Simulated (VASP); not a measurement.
Wanted: the native input for a VASP 6.6.1 run.

```
Task                   : single point
Functional             : PBEsol
Potentials or basis    : VASP PAW PBE potentials, release 64 (Rh_pv)
Cutoff                 : 520 eV
k mesh                 : 12 × 12 × 12
Occupations            : fermi-dirac, width 0.05 eV
Spin                   : no spin polarisation
Dipole correction      : no
Further INCAR settings : ALGO = Normal; EDIFF = 1e-06; NBANDS = 14
```

The structure of Rh lies in POSCAR:

```
Rh
1.0
    0.0000000000      1.9104189093      1.9104189093
    1.9104189093      0.0000000000      1.9104189093
    1.9104189093      1.9104189093      0.0000000000
Rh
1
Direct
    0.0000000000      0.0000000000      0.0000000000
```

This cell differs from its parent crystal: volume scaled by 1.02.

These files were run (other wordings do the same):

INCAR

```
PREC = Accurate
ENCUT = 520
EDIFF = 1E-6
ISMEAR = -1
SIGMA = 0.05
LREAL = False
LASPH = True
NELM = 60
ALGO = Normal
ISIF = 2
LWAVE = False
LCHARG = False
GGA = PS
NBANDS = 14
```

KPOINTS

```
Automatic mesh
0
Gamma
  12 12 12
```

Potentials or basis: VASP PAW PBE potentials, release 64 (Rh_pv).

The run is started by

```console
$ cat potpaw_PBE.64/Rh_pv/POTCAR > POTCAR
$ mpirun -np 1 vasp_std > vasp.out
```

It gave:

* Pressure: -9.0 GPa

Caveat: the PAW data sets were made with another functional, which shifts forces and pressure a little.

Wall time 7.9 s on 1 thread of Intel Xeon 6975P-C, on a shared host, peak memory 0.13 GiB.
